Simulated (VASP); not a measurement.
# CsPbBr3 (Pm-3m) in VASP: relaxation of the atoms with PBEsol

Aim: the relaxation of the atoms of CsPbBr3 with PBEsol.

Program: VASP 6.6.1. These are calculated values, not measurements. Logs are shortened: lines on timing, memory, paths and dates and some standing lists are left out, and cuts for length are marked.

### Step 1. The cell of the first run

Symmetry: Pm-3m, No. 221, cubic system. Conventional cell: a = 5.870 Å, b = 5.870 Å, c = 5.870 Å, α = 90.00°, β = 90.00°, γ = 90.00°. Cs (site symmetry m-3m) has 12 Br at 4.15 Å and 8 Pb at 5.08 Å within 5.4 Å. Pb (site symmetry m-3m) has 6 Br at 2.94 Å within 3.9 Å. Br (site symmetry 4/mmm) has 2 Pb at 2.94 Å within 3.9 Å.

### Step 2. Relaxation of the atoms, PBEsol

Input file INCAR:

```
SYSTEM = CsPbBr3
ALGO = Normal ; EDIFF = 1E-7
EDIFFG = -0.005 ; ENCUT = 450
GGA = PS ; GGA_COMPAT = .FALSE.
IBRION = 2 ; ISIF = 2
ISMEAR = 0 ; LASPH = .TRUE.
LCHARG = .FALSE. ; LREAL = .FALSE.
LWAVE = .FALSE. ; NELM = 120
NELMIN = 4 ; NSW = 50
PREC = Accurate ; SIGMA = 0.01
```

Input file KPOINTS:

```
k-points
0
G
  3 3 3
  0 0 0
```

Input file POSCAR:

```
CsPbBr3
1.0
    5.8700000000      0.0000000000      0.0000000000
    0.0000000000      5.8700000000      0.0000000000
    0.0000000000      0.0000000000      5.8700000000
Cs Pb Br
1 1 3
Direct
    0.0000000000      0.0000000000      0.0000000000
    0.5000000000      0.5000000000      0.5000000000
    0.0000000000      0.5000000000      0.5000000000
    0.5000000000      0.0000000000      0.5000000000
    0.5000000000      0.5000000000      0.0000000000
```

Potentials or basis: VASP PAW PBE potentials, release 64 (Cs_sv, Pb_d, Br).

Command:

```
$ cat potpaw_PBE.64/Cs_sv/POTCAR potpaw_PBE.64/Pb_d/POTCAR potpaw_PBE.64/Br/POTCAR > POTCAR
$ mpirun -np 1 vasp_std > vasp.out
```

OUTCAR:

```text
SYSTEM = CsPbBr3
   EDIFF = 1E-7
   EDIFFG = -0.005
   ENCUT = 450
   GGA = PS
   IBRION = 2
   ISIF = 2
   ISMEAR = 0
   LASPH = .TRUE.
   LREAL = .FALSE.
   NELM = 120
   NELMIN = 4
   NSW = 50
   PREC = Accurate

 ion  position               nearest neighbor table
   1  0.000  0.000  0.000-
   2  0.500  0.500  0.500-   3 2.94   4 2.94   5 2.94   5 2.94   4 2.94   3 2.94
   3  0.000  0.500  0.500-   2 2.94   2 2.94
   4  0.500  0.000  0.500-   2 2.94   2 2.94
   5  0.500  0.500  0.000-   2 2.94   2 2.94

  LATTYP: Found a simple cubic cell.
 ALAT       =     5.8700000000

  Lattice vectors:

 A1 = (   5.8700000000,   0.0000000000,   0.0000000000)
 A2 = (   0.0000000000,   5.8700000000,   0.0000000000)
 A3 = (   0.0000000000,   0.0000000000,   5.8700000000)

Analysis of symmetry for initial positions (statically):
=====================================================================
 Subroutine PRICEL returns:
 Original cell was already a primitive cell.

 Routine SETGRP: Setting up the symmetry group for a
 simple cubic supercell.

 Subroutine GETGRP returns: Found 48 space group operations
 (whereof 48 operations were pure point group operations)
 out of a pool of 48 trial point group operations.

The static configuration has the point symmetry O_h .

Analysis of symmetry for dynamics (positions and initial velocities):
=====================================================================
 Subroutine PRICEL returns:
 Original cell was already a primitive cell.

 Routine SETGRP: Setting up the symmetry group for a
 simple cubic supercell.

 Subroutine GETGRP returns: Found 48 space group operations
 (whereof 48 operations were pure point group operations)
 out of a pool of 48 trial point group operations.

The dynamic configuration has the point symmetry O_h .

 Subroutine INISYM returns: Found 48 space group operations
 (whereof 48 operations are pure point group operations),
 and found     1 'primitive' translations

----------------------------------------------------------------------------------------

                                     Primitive cell

  volume of cell :     202.2620
[... 71 lines left out ...]
   LASPH  =      T    aspherical Exc in radial PAW
   ENCUT  =  450.0 eV  33.07 Ry    5.75 a.u.  10.15 10.15 10.15*2*pi/ulx,y,z
   NELM   =    120;   NELMIN=  4; NELMDL= -5     # of ELM steps
   EDIFF  = 0.1E-06   stopping-criterion for ELM
   LREAL  =      F    real-space projection
   EDIFFG = -.5E-02   stopping-criterion for IOM
   NSW    =     50    number of steps for IOM
   IBRION =      2    ionic relax: 0-MD 1-quasi-New 2-CG
   NFREE  =      1    steps in history (QN), initial steepest desc. (CG)
   ISIF   =      2    stress and relaxation
   ISYM   =      2    0-nonsym 1-usesym 2-fastsym
   POTIM  = 0.5000    time-step for ionic-motion
   TEBEG  =    0.0;   TEEND  =   0.0 temperature during run
   PSTRESS=    0.0 pullay stress
   NELECT =      44.0000    total number of electrons
   NUPDOWN=      -1.0000    fix difference up-down
   EMIN   =  10.00;   EMAX   =-10.00  energy-range for DOS
   EFERMI =   0.00;   METHOD = LEGACY
   ISMEAR =     0;   SIGMA  =   0.01  broadening in eV -4-tet -1-fermi 0-gaus
   EFERMI_NEDOS =   21; number of points for ismear=-14 and -15
   IALGO  =     38    algorithm
   IMIX   =      4    mixing-type and parameters
     AMIX     =   0.40;   BMIX     =  1.00
     AMIX_MAG =   1.60;   BMIX_MAG =  1.00
  volume/ion in A,a.u.               =      40.45       272.99
  Fermi-wavevector in a.u.,A,eV,Ry     =   0.984587  1.860600 13.189657  0.969412
  Thomas-Fermi vector in A             =   2.115831
   LORBIT       =      0    0 simple, 1 ext, 2 COOP (PROOUT), +10 PAW based schemes
   GGA     = PS    functional components
   LHFCALC =     F    Hartree Fock is set to
   AEXX    =    0.0000 exact exchange contribution
   IVDW    =     0    specifies the selected vdW correction
   LEPSILON=     F    determine dielectric tensor
   LRPA    =     F    only Hartree local field effects (RPA)
 conjugate gradient relaxation of ions
 non-spin polarized calculation
 Gauss-broadening in eV      SIGMA  =   0.01
  energy-cutoff  :      450.00
  volume of cell :      202.26
 maximum number of plane-waves:      4390
 NGX is ok and might be reduce to    42
   NGX = 21   NGY = 21   NGZ = 21

 number of electron      44.0000006 magnetization

 Free energy of the ion-electron system (eV)
  ---------------------------------------------------
  ext. energy  EPLUGINS =         0.00000000
  ---------------------------------------------------
  free energy    TOTEN  =       -16.93887070 eV

  energy without entropy =      -16.93887070  energy(sigma->0) =      -16.93887070

 E-fermi :  -0.0596     XC(G=0):  -7.8189

 val. band max:       -0.1095179532   @ k =   0.3333   0.3333   0.3333
 cond. band min:       3.8168148384   @ k =   0.3333   0.3333   0.3333
 fundamental gap:      3.9263327916
 Fermi energy:        -0.0595867826

 k-point     1 :       0.0000    0.0000    0.0000
  band No.  band energies     occupation
      1     -20.2547      2.00000
      2     -15.5777      2.00000
      3     -15.5777      2.00000
      4     -15.4006      2.00000
      5     -15.4006      2.00000
      6     -15.4006      2.00000
[... 105 lines left out ...]
     25       4.0089      0.00000
     26       5.8099      0.00000

------------------------ aborting loop because EDIFF is reached ----------------------------------------

  FORCE on cell =-STRESS in cart. coord.  units (eV):
  Direction    XX          YY          ZZ          XY          YZ          ZX
  --------------------------------------------------------------------------------------
  -------------------------------------------------------------------------------------
  Total       -0.3864708     -0.3864708     -0.3864708     -0.0000000     -0.0000000      0.0000000
  in kB       -3.0613498     -3.0613498     -3.0613498     -0.0000000     -0.0000000      0.0000000
  external PRESSURE =      -3.0613498 kB  Pullay stress =       0.0000000 kB

 VOLUME and BASIS-vectors are now :
 -----------------------------------------------------------------------------
  energy-cutoff  :      450.00
  volume of cell :      202.26
      direct lattice vectors                 reciprocal lattice vectors
     5.870000000  0.000000000  0.000000000     0.170357751  0.000000000  0.000000000
     0.000000000  5.870000000  0.000000000     0.000000000  0.170357751  0.000000000
     0.000000000  0.000000000  5.870000000     0.000000000  0.000000000  0.170357751

 POSITION                                       TOTAL-FORCE (eV/Angst)
 -----------------------------------------------------------------------------------
      0.00000      0.00000      0.00000         0.000000      0.000000      0.000000
      2.93500      2.93500      2.93500         0.000000      0.000000      0.000000
      0.00000      2.93500      2.93500         0.000000      0.000000      0.000000
      2.93500      0.00000      2.93500         0.000000      0.000000      0.000000
      2.93500      2.93500      0.00000         0.000000      0.000000      0.000000
 -----------------------------------------------------------------------------------
    total drift:                                0.000000     -0.000000     -0.000000

  FREE ENERGIE OF THE ION-ELECTRON SYSTEM (eV)
  ---------------------------------------------------
  free  energy   TOTEN  =       -16.9388706980 eV

  energy  without entropy=      -16.9388706980  energy(sigma->0) =      -16.93887070

 reached required accuracy - stopping structural energy minimisation
```

Run time: 37 s. Hardware: 1 thread of Intel Xeon Platinum 8488C (Sapphire Rapids), shared host; peak memory 0.26 GiB.

What came out:

| Item | Value |
| --- | --- |
| Free energy | -16.9389 eV |
| Pressure after relaxing | -0.3 GPa |
| Band gap on the k mesh | 3.93 eV |

Final structure:
```yaml
crystal:
  lattice:
    - [5.87000, 0.00000, 0.00000]
    - [0.00000, 5.87000, 0.00000]
    - [0.00000, 0.00000, 5.87000]
  atoms:
    - { symbol: Cs, position: [0.00000, 0.00000, 0.00000] }
    - { symbol: Pb, position: [0.50000, 0.50000, 0.50000] }
    - { symbol: Br, position: [0.00000, 0.50000, 0.50000] }
    - { symbol: Br, position: [0.50000, 0.00000, 0.50000] }
    - { symbol: Br, position: [0.50000, 0.50000, 0.00000] }
```

Caveat: the relaxation stopped at its first step, so nothing moved; the PAW data sets were made with another functional, which shifts forces and pressure a little; spin-orbit coupling is left out, which moves the levels of the heavy elements; an odd mesh through Γ misses points on the zone boundary, where band edges can lie.
